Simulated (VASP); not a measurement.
# HPbNO4 (P2_1/m) in VASP: notebook

HPbNO4 is run at these levels: RPBE, r2SCAN+D4; tasks: single point.

All numbers are computed with VASP 6.6.1; they aren't measurements. Logs are shortened: lines on timing, memory, paths and dates and some standing lists are left out, and cuts for length are marked.

### Step 1. The cell of the first run

It takes space group P2_1/m (No. 11, monoclinic). The conventional cell has a = 7.003 Å, b = 4.385 Å, c = 8.318 Å, α = 90.00°, β = 113.53°, γ = 90.00°. Within 1.3 Å of H (site symmetry m) lie 1 O at 0.98 Å. Within 3.4 Å of Pb (site symmetry m) lie 8 O at 2.51 to 3.38 Å and 3 H at 2.95 to 2.99 Å and 1 N at 3.21 Å. N (site symmetry m) has 3 O at 1.25 to 1.29 Å within 1.7 Å. Within 1.3 Å of O (site symmetry m) lie 1 H at 0.98 Å. O (site symmetry m) has 1 N at 1.25 Å within 1.7 Å. O (site symmetry m) has 1 N at 1.27 Å within 1.7 Å. Within 1.7 Å of O (site symmetry m) lie 1 N at 1.29 Å.

### Step 2. Single point, RPBE

INCAR

```
SYSTEM = HPbNO4
ALGO = Normal
EDIFF = 1E-7
ENCUT = 520
GGA = RP
ISIF = 2
ISMEAR = -1
LASPH = .TRUE.
LCHARG = .FALSE.
LREAL = .FALSE.
LWAVE = .FALSE.
NBANDS = 57
NELM = 80
PREC = Accurate
SIGMA = 0.05
```

KPOINTS

```
k-points
0
G
  3 5 3
  0 0 0
```

POSCAR

```
HPbNO4
1.0
    7.0021138561      0.0000000000     -0.1023594031
    0.0000000000      4.3845063327      0.0000000000
   -3.5704449627      0.0000000000      7.6793303812
H Pb N O
2 2 2 8
Direct
    0.2231503349      0.7500000000      0.4792730163
    0.7768496651      0.2500000000      0.5207269837
    0.3116617850      0.2500000000      0.2871011063
    0.6883382150      0.7500000000      0.7128988937
    0.1891152794      0.7500000000      0.8234289746
    0.8108847206      0.2500000000      0.1765710254
    0.3350377085      0.7500000000      0.4394109497
    0.3792023064      0.7500000000      0.8506784123
    0.1370794865      0.7500000000      0.9501111937
    0.0405851021      0.7500000000      0.6651601621
    0.6649622915      0.2500000000      0.5605890503
    0.6207976936      0.2500000000      0.1493215877
    0.8629205135      0.2500000000      0.0498888063
    0.9594148979      0.2500000000      0.3348398379
```

Potentials or basis: VASP PAW PBE potentials, release 64 (H, Pb_d, N, O).

Command:

```
cat potpaw_PBE.64/H/POTCAR potpaw_PBE.64/Pb_d/POTCAR potpaw_PBE.64/N/POTCAR potpaw_PBE.64/O/POTCAR > POTCAR
mpirun -np 1 vasp_std > vasp.out
```

OUTCAR:

```text
SYSTEM = HPbNO4
   EDIFF = 1E-7
   ENCUT = 520
   GGA = RP
   ISIF = 2
   ISMEAR = -1
   LASPH = .TRUE.
   LREAL = .FALSE.
   NELM = 80
   PREC = Accurate

 ion  position               nearest neighbor table
   1  0.223  0.750  0.479-   7 0.98
   2  0.777  0.250  0.521-  11 0.98
   3  0.312  0.250  0.287-   7 2.51   7 2.51  11 2.55  14 2.67  12 2.87  13 2.90   4 4.06   4 4.06

   4  0.688  0.750  0.713-  11 2.51  11 2.51   7 2.55  10 2.67   8 2.87   9 2.90   3 4.06   3 4.06

   5  0.189  0.750  0.823-   8 1.25   9 1.27  10 1.29
   6  0.811  0.250  0.177-  12 1.25  13 1.27  14 1.29
   7  0.335  0.750  0.439-   1 0.98   3 2.51   3 2.51   4 2.55
   8  0.379  0.750  0.851-   5 1.25   4 2.87
   9  0.137  0.750  0.950-   5 1.27   4 2.90
  10  0.041  0.750  0.665-   5 1.29   4 2.67
  11  0.665  0.250  0.561-   2 0.98   4 2.51   4 2.51   3 2.55
  12  0.621  0.250  0.149-   6 1.25   3 2.87
  13  0.863  0.250  0.050-   6 1.27   3 2.90
  14  0.959  0.250  0.335-   6 1.29   3 2.67

  LATTYP: Found a simple monoclinic cell.
 ALAT       =     7.0028619793
 B/A-ratio  =     0.6261020631
 C/A-ratio  =     1.1877804770
 COS(beta)  =    -0.3992072664

  Lattice vectors:

 A1 = (   7.0021138561,   0.0000000000,  -0.1023594031)
 A2 = (   0.0000000000,  -4.3845063327,   0.0000000000)
 A3 = (  -3.4316688934,   0.0000000000,  -7.5769709781)

Analysis of symmetry for initial positions (statically):
=====================================================================
 Subroutine PRICEL returns:
 Original cell was already a primitive cell.

 Routine SETGRP: Setting up the symmetry group for a
 simple monoclinic supercell.

 Subroutine GETGRP returns: Found  4 space group operations
 (whereof  2 operations were pure point group operations)
 out of a pool of  4 trial point group operations.

The static configuration has the point symmetry S_2 .
 The point group associated with its full space group is C_2h.

Analysis of symmetry for dynamics (positions and initial velocities):
=====================================================================
 Subroutine PRICEL returns:
 Original cell was already a primitive cell.

 Routine SETGRP: Setting up the symmetry group for a
 simple monoclinic supercell.

 Subroutine GETGRP returns: Found  4 space group operations
 (whereof  2 operations were pure point group operations)
 out of a pool of  4 trial point group operations.

The dynamic configuration has the point symmetry S_2 .
 The point group associated with its full space group is C_2h.

 Subroutine INISYM returns: Found  4 space group operations
 (whereof  2 operations are pure point group operations),
 and found     1 'primitive' translations

----------------------------------------------------------------------------------------

                                     Primitive cell

  volume of cell :     234.1593

  direct lattice vectors                    reciprocal lattice vectors
     7.002113856  0.000000000 -0.102359403     0.143791321  0.000000000  0.066854657
     0.000000000  4.384506333  0.000000000     0.000000000  0.228075848  0.000000000
    -3.570444963  0.000000000  7.679330381     0.001916625  0.000000000  0.131110807

  length of vectors
     7.002861979  4.384506333  8.468777499     0.158573293  0.228075848  0.131124815

  position of ions in fractional coordinates (direct lattice)
     0.223150335  0.750000000  0.479273016
     0.776849665  0.250000000  0.520726984
     0.311661785  0.250000000  0.287101106
     0.688338215  0.750000000  0.712898894
     0.189115279  0.750000000  0.823428975
     0.810884721  0.250000000  0.176571025
     0.335037709  0.750000000  0.439410950
     0.379202306  0.750000000  0.850678412
     0.137079486  0.750000000  0.950111194
     0.040585102  0.750000000  0.665160162
     0.664962291  0.250000000  0.560589050
     0.620797694  0.250000000  0.149321588
     0.862920514  0.250000000  0.049888806
     0.959414898  0.250000000  0.334839838

  ion indices of the primitive-cell ions
   primitive index   ion index
                 1           1
                 2           2
                 3           3
                 4           4
                 5           5
                 6           6
                 7           7
                 8           8
                 9           9
                10          10
                11          11
                12          12
                13          13
                14          14

----------------------------------------------------------------------------------------

 KPOINTS: k-points

Automatic generation of k-mesh.
 Grid dimensions read from file:
 generate k-points for:    3    5    3

 Generating k-lattice:

  Cartesian coordinates                     Fractional coordinates (reciprocal lattice)
     0.047930440  0.000000000  0.022284886     0.333333333  0.000000000  0.000000000
     0.000000000  0.045615170  0.000000000     0.000000000  0.200000000  0.000000000
     0.000638875  0.000000000  0.043703602     0.000000000  0.000000000  0.333333333

  Length of vectors
     0.052857764  0.045615170  0.043708272

  Shift w.r.t. Gamma in fractional coordinates (k-lattice)
     0.000000000  0.000000000  0.000000000

 Subroutine IBZKPT returns following result:
 ===========================================

 Found     15 irreducible k-points:

 Following reciprocal coordinates:
            Coordinates               Weight
  0.000000  0.000000  0.000000      1.000000
  0.333333  0.000000  0.000000      2.000000
  0.000000  0.200000  0.000000      2.000000
  0.333333  0.200000  0.000000      4.000000
  0.000000  0.400000  0.000000      2.000000
  0.333333  0.400000  0.000000      4.000000
 -0.000000  0.000000  0.333333      2.000000
  0.333333  0.000000  0.333333      2.000000
 -0.333333  0.000000  0.333333      2.000000
 -0.000000  0.200000  0.333333      4.000000
  0.333333  0.200000  0.333333      4.000000
 -0.333333  0.200000  0.333333      4.000000
 -0.000000  0.400000  0.333333      4.000000
  0.333333  0.400000  0.333333      4.000000
 -0.333333  0.400000  0.333333      4.000000
   k-points           NKPTS =     15   k-points in BZ     NKDIM =     15   number of bands    NBANDS=     57
   number of dos      NEDOS =    301   number of ions     NIONS =     14
   total plane-waves  NPLWV = 124416
   dimension x,y,z NGX =    54 NGY =   36 NGZ =   64
   dimension x,y,z NGXF=   108 NGYF=   72 NGZF=  128
   ions per type =               2   2   2   8
   NGX,Y,Z   is equivalent  to a cutoff of  12.82, 13.65, 12.56 a.u.
   NGXF,Y,Z  is equivalent  to a cutoff of  25.64, 27.30, 25.13 a.u.
 SYSTEM =  HPbNO4
   PREC   = accura    normal or accurate (medium, high low for compatibility)
   ISTART =      0    job   : 0-new  1-cont  2-samecut
   ICHARG =      2    charge: 1-file 2-atom 10-const
   ISPIN  =      1    spin polarized calculation?
   LNONCOLLINEAR =      F non collinear calculations
   LSORBIT =      F    spin-orbit coupling
   LASPH  =      T    aspherical Exc in radial PAW
   ENCUT  =  520.0 eV  38.22 Ry    6.18 a.u.  13.02  8.15 15.75*2*pi/ulx,y,z
   NELM   =     80;   NELMIN=  2; NELMDL= -5     # of ELM steps
   EDIFF  = 0.1E-06   stopping-criterion for ELM
   LREAL  =      F    real-space projection
   EDIFFG = 0.1E-05   stopping-criterion for IOM
   NSW    =      0    number of steps for IOM
   IBRION =     -1    ionic relax: 0-MD 1-quasi-New 2-CG
   NFREE  =      0    steps in history (QN), initial steepest desc. (CG)
   ISIF   =      2    stress and relaxation
   ISYM   =      2    0-nonsym 1-usesym 2-fastsym
   POTIM  = 0.5000    time-step for ionic-motion
   TEBEG  =    0.0;   TEEND  =   0.0 temperature during run
   PSTRESS=    0.0 pullay stress
   NELECT =      88.0000    total number of electrons
   NUPDOWN=      -1.0000    fix difference up-down
   EMIN   =  10.00;   EMAX   =-10.00  energy-range for DOS
   EFERMI =   0.00;   METHOD = LEGACY
   ISMEAR =    -1;   SIGMA  =   0.05  broadening in eV -4-tet -1-fermi 0-gaus
   EFERMI_NEDOS =   21; number of points for ismear=-14 and -15
   IALGO  =     38    algorithm
   IMIX   =      4    mixing-type and parameters
     AMIX     =   0.40;   BMIX     =  1.00
     AMIX_MAG =   1.60;   BMIX_MAG =  1.00
  volume/ion in A,a.u.               =      16.73       112.87
  Fermi-wavevector in a.u.,A,eV,Ry     =   1.181404  2.232531 18.989875  1.395716
  Thomas-Fermi vector in A             =   2.317679
   LORBIT       =      0    0 simple, 1 ext, 2 COOP (PROOUT), +10 PAW based schemes
   GGA     = RP    functional components
   LHFCALC =     F    Hartree Fock is set to
   AEXX    =    0.0000 exact exchange contribution
   IVDW    =     0    specifies the selected vdW correction
   LEPSILON=     F    determine dielectric tensor
   LRPA    =     F    only Hartree local field effects (RPA)
 non-spin polarized calculation
  energy-cutoff  :      520.00
  volume of cell :      234.16
 maximum number of plane-waves:      6327
 NGX is ok and might be reduce to    54
   NGX = 27   NGY = 17   NGZ = 31

 number of electron      87.9999987 magnetization

 Free energy of the ion-electron system (eV)
  ---------------------------------------------------
  ext. energy  EPLUGINS =         0.00000000
  ---------------------------------------------------
  free energy    TOTEN  =       -77.61229768 eV

  energy without entropy =      -77.61229768  energy(sigma->0) =      -77.61229768

 E-fermi :   1.1405     XC(G=0):  -7.5898

 val. band max:       -0.1251571803   @ k =   0.0000   0.0000   0.0000
 cond. band min:       3.1185936331   @ k =  -0.0000   0.4000   0.3333
 fundamental gap:      3.2437508134
 Fermi energy:         1.1405435782

 k-point     1 :       0.0000    0.0000    0.0000
  band No.  band energies     occupation
      1     -25.4353      2.00000
      2     -25.4195      2.00000
      3     -20.1656      2.00000
      4     -20.1294      2.00000
      5     -19.7815      2.00000
      6     -19.7430      2.00000
[... 48 lines left out ...]
     55       8.4715      0.00000
     56       9.3087      0.00000

 k-point     2 :       0.3333    0.0000    0.0000
  band No.  band energies     occupation
      1     -25.4312      2.00000
      2     -25.4227      2.00000
      3     -20.1609      2.00000
      4     -20.1418      2.00000
      5     -19.7788      2.00000
      6     -19.7458      2.00000
[... 48 lines left out ...]
     55       8.6890      0.00000
     56       8.9288      0.00000

 k-point     3 :       0.0000    0.2000    0.0000
  band No.  band energies     occupation
      1     -25.4327      2.00000
      2     -25.4198      2.00000
      3     -20.1612      2.00000
      4     -20.1319      2.00000
      5     -19.7766      2.00000
      6     -19.7453      2.00000
[... 641 lines left out ...]
 k-point    14 :       0.3333    0.4000    0.3333
  band No.  band energies     occupation
      1     -25.4251      2.00000
      2     -25.4231      2.00000
      3     -20.1515      2.00000
      4     -20.1458      2.00000
      5     -19.7614      2.00000
      6     -19.7570      2.00000
[... 48 lines left out ...]
     55       8.5465      0.00000
     56       9.0828      0.00000

 k-point    15 :      -0.3333    0.4000    0.3333
  band No.  band energies     occupation
      1     -25.4257      2.00000
      2     -25.4225      2.00000
      3     -20.1518      2.00000
      4     -20.1456      2.00000
      5     -19.7625      2.00000
      6     -19.7560      2.00000
[... 48 lines left out ...]
     55       8.6225      0.00000
     56       8.8757      0.00000
 [bands above 56 left out]

------------------------ aborting loop because EDIFF is reached ----------------------------------------

  FORCE on cell =-STRESS in cart. coord.  units (eV):
  Direction    XX          YY          ZZ          XY          YZ          ZX
  --------------------------------------------------------------------------------------
  -------------------------------------------------------------------------------------
  Total        1.3665182     -0.2514320      0.8958496      0.0000000      0.0000000     -0.0845879
  in kB        9.3500649     -1.7203619      6.1296303      0.0000000      0.0000000     -0.5787722
  external PRESSURE =       4.5864444 kB  Pullay stress =       0.0000000 kB

 VOLUME and BASIS-vectors are now :
 -----------------------------------------------------------------------------
  energy-cutoff  :      520.00
  volume of cell :      234.16
      direct lattice vectors                 reciprocal lattice vectors
     7.002113856  0.000000000 -0.102359403     0.143791321  0.000000000  0.066854657
     0.000000000  4.384506333  0.000000000     0.000000000  0.228075848  0.000000000
    -3.570444963  0.000000000  7.679330381     0.001916625  0.000000000  0.131110807

 POSITION                                       TOTAL-FORCE (eV/Angst)
 -----------------------------------------------------------------------------------
     -0.14869      3.28838      3.65765        -0.089328     -0.000000      0.029615
      3.58036      1.09613      3.91932         0.089328     -0.000000     -0.029615
      1.15721      1.09613      2.17284         0.017085     -0.000000     -0.005100
      2.27446      3.28838      5.40413        -0.017085     -0.000000      0.005100
     -1.61580      3.28838      6.30403        -0.082515     -0.000000     -0.041164
      5.04747      1.09613      1.27295         0.082515     -0.000000      0.041164
      0.77708      3.28838      3.34009         0.073105     -0.000000     -0.025022
     -0.38208      3.28838      6.49383         0.423392     -0.000000      0.056487
     -2.43247      3.28838      7.28219        -0.213815     -0.000000      0.253510
     -2.09074      3.28838      5.10383        -0.109257     -0.000000     -0.269691
      2.65459      1.09613      4.23688        -0.073105     -0.000000      0.025022
      3.81375      1.09613      1.08315        -0.423392     -0.000000     -0.056487
      5.86414      1.09613      0.29478         0.213815     -0.000000     -0.253510
      5.52241      1.09613      2.47314         0.109257      0.000000      0.269691
 -----------------------------------------------------------------------------------
    total drift:                                0.000000      0.000000     -0.000000

  FREE ENERGIE OF THE ION-ELECTRON SYSTEM (eV)
  ---------------------------------------------------
  free  energy   TOTEN  =       -77.6122976846 eV

  energy  without entropy=      -77.6122976846  energy(sigma->0) =      -77.61229768
```

It took 9.9 min on 1 thread of AMD EPYC 7R43 (Zen 3), shared host; peak memory 0.4 GiB.

What came out:

| Quantity | Value |
| --- | --- |
| Free energy | -77.6123 eV |
| Pressure | 0.5 GPa |
| Largest force | 0.427 eV/Å |
| Band gap on the k mesh | 3.24 eV (least direct gap 3.28 eV) |

Forces on the atoms (eV/Å):
```
H   -0.089  0.000  0.030
H    0.089  0.000 -0.030
Pb   0.017  0.000 -0.005
Pb  -0.017  0.000  0.005
N   -0.083  0.000 -0.041
N    0.083  0.000  0.041
O    0.073  0.000 -0.025
O    0.423  0.000  0.056
O   -0.214  0.000  0.254
O   -0.109  0.000 -0.270
O   -0.073  0.000  0.025
O   -0.423  0.000 -0.056
O    0.214  0.000 -0.254
O    0.109  0.000  0.270
```

Stress tensor (GPa, compression positive):
```
 0.94  0.00 -0.06
 0.00 -0.17  0.00
-0.06  0.00  0.61
```

Levels at points of the mesh, in eV from the valence-band top:
```
           k point  band 41  band 42  band 43  band 44  band 45  band 46  band 47  band 48
(0.00, 0.00, 0.00)    -1.15    -0.33    -0.08     0.00     3.48     3.97     4.20     4.29
```

Caveat: the standard files for N, O and F lose accuracy on very short bonds; the PAW data sets were made with another functional, which shifts forces and pressure a little; spin-orbit coupling is left out, which moves the levels of the heavy elements.

### Step 3. Single point, r2SCAN+D4

This run uses another cell than the first one, of 13.96 Å³/atom.

POSCAR

```
HPbNO4
1.0
    6.7988044677      0.0000000000     -0.1192614412
    0.0000000000      4.0641751951      0.0000000000
   -3.4878545315      0.0000000000      7.1337433708
H Pb N O
2 2 2 8
Direct
    0.2199765487      0.7500000000      0.5062431481
    0.7800234513      0.2500000000      0.4937568519
    0.2962227056      0.2500000000      0.2784111697
    0.7037772944      0.7500000000      0.7215888303
    0.2229658517      0.7500000000      0.8373893167
    0.7770341483      0.2500000000      0.1626106833
    0.3274588293      0.7500000000      0.4565987702
    0.4174959230      0.7500000000      0.8685610795
    0.1725135520      0.7500000000      0.9720286251
    0.0687821921      0.7500000000      0.6693919930
    0.6725411707      0.2500000000      0.5434012298
    0.5825040770      0.2500000000      0.1314389205
    0.8274864480      0.2500000000      0.0279713749
    0.9312178079      0.2500000000      0.3306080070
```

INCAR.step1

```
SYSTEM = HPbNO4
ALGO = Normal ; EDIFF = 1E-4
ENCUT = 520 ; GGA = PE
ISMEAR = -1 ; LASPH = .True.
LCHARG = .False. ; LREAL = .False.
LWAVE = .True. ; NBANDS = 57
NELM = 80 ; PREC = Accurate
SIGMA = 0.05
```

INCAR.step2

```
SYSTEM = HPbNO4
ALGO = Normal ; EDIFF = 1E-7
ENCUT = 520 ; ISIF = 2
ISMEAR = -1 ; ISTART = 1
IVDW = 13 ; LASPH = .True.
LCHARG = .False. ; LMIXTAU = .True.
LREAL = .False. ; LWAVE = .False.
METAGGA = R2SCAN ; NBANDS = 57
NELM = 80 ; PREC = Accurate
SIGMA = 0.05 ; VDW_A1 = 0.51559235
VDW_A2 = 5.77342911 ; VDW_S6 = 1.0
VDW_S8 = 0.6018749
```

KPOINTS

```
k-points
0
Gamma
  3 5 3
  0 0 0
```

Potentials or basis: VASP PAW PBE potentials, release 64 (H, Pb_d, N, O).

Command:

```
cat potpaw_PBE.64/H/POTCAR potpaw_PBE.64/Pb_d/POTCAR potpaw_PBE.64/N/POTCAR potpaw_PBE.64/O/POTCAR > POTCAR
cp INCAR.step1 INCAR
mpirun -np 1 vasp_std > vasp.out
cp INCAR.step2 INCAR
mpirun -np 1 vasp_std > vasp.out
```

Run time: 13 min. Hardware: 1 thread of AMD EPYC 7R13 (Zen 3), shared host; peak memory 0.39 GiB.

Results (log left out):

```
Free energy                : -197.1716 eV
Pressure                   : 1.1 GPa
Largest force              : 0.702 eV/Å
Band gap on the k mesh     : 3.42 eV (least direct gap 3.60 eV)
Dispersion energy per atom : -0.051 eV
```

Forces on the atoms (eV/Å):
```
H   -0.153  0.000  0.063
H    0.153  0.000 -0.063
Pb   0.016  0.000 -0.044
Pb  -0.016  0.000  0.044
N   -0.151  0.000 -0.011
N    0.151  0.000  0.011
O    0.099  0.000 -0.038
O    0.695  0.000  0.099
O   -0.338  0.000  0.401
O   -0.170  0.000 -0.491
O   -0.099  0.000  0.038
O   -0.695  0.000 -0.099
O    0.338  0.000 -0.401
O    0.170  0.000  0.491
```

Stress tensor (GPa, compression positive):
```
 1.98  0.00  0.01
 0.00 -0.12  0.00
 0.01  0.00  1.43
```

Levels at points of the mesh, in eV from the valence-band top:
| k point | band 40 | band 41 | band 42 | band 43 | band 44 | band 45 | band 46 | band 47 | band 48 | band 49 |
| --- | --- | --- | --- | --- | --- | --- | --- | --- | --- | --- |
| (0.00, 0.00, 0.00) | -1.63 | -1.44 | -0.60 | -0.51 | -0.07 | 3.53 | 4.24 | 4.81 | 4.91 | 6.30 |

Caveat: the standard files for N, O and F lose accuracy on very short bonds; the PAW data sets were made with another functional, which shifts forces and pressure a little; spin-orbit coupling is left out, which moves the levels of the heavy elements. A k mesh can miss the band edges.
